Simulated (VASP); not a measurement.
Wanted: the native input for a VASP 6.6.1 run.

```yaml
Task: single point
Functional: PBEsol
Potentials_or_basis: VASP PAW PBE potentials, release 64 (Zn, Cu)
Cutoff: 520 eV
k_mesh: 18 × 18 × 18
Occupations: gaussian, width 0.15 eV
Spin: no spin polarisation
Dipole_correction: no
Further_INCAR_settings: ALGO = Fast; EDIFF = 1e-06; NBANDS = 18
```

The structure of ZnCu lies in POSCAR:

```
ZnCu
1.0
    2.9424672029      0.3304235252      0.3304235252
    0.3304235252      2.9424672029      0.3304235252
    0.3304235252      0.3304235252      2.9424672029
Zn Cu
1 1
Direct
    0.5000000000      0.5000000000      0.5000000000
    0.0000000000      0.0000000000      0.0000000000
```

The input as run:

INCAR

```
  PREC = Accurate
  ENCUT = 520
  EDIFF = 1E-6
  ISMEAR = 0
  SIGMA = 0.15
  LREAL = False
  LASPH = True
  NELM = 100
  ALGO = Fast
  ISIF = 2
  LWAVE = False
  LCHARG = False
  GGA = PS
  NBANDS = 18
```

KPOINTS

```
regular mesh
0
Gamma
  18 18 18
```

Potentials or basis: VASP PAW PBE potentials, release 64 (Zn, Cu).

Command:

```bash
$ cat potpaw_PBE.64/Zn/POTCAR potpaw_PBE.64/Cu/POTCAR > POTCAR
$ mpirun -np 1 vasp_std > vasp.out
```

Results of the run:

| Property | Result |
| --- | --- |
| Pressure | 11.6 GPa |
| Band gap on the k mesh | zero (an odd number of electrons rules out a gap without spin polarisation) |

Caveat: the cell stands under pressure; the PAW data sets were made with another functional, which shifts forces and pressure a little.

It took 5.5 min on 1 thread of Intel Xeon 8259CL (shared host), peak memory 0.37 GiB.
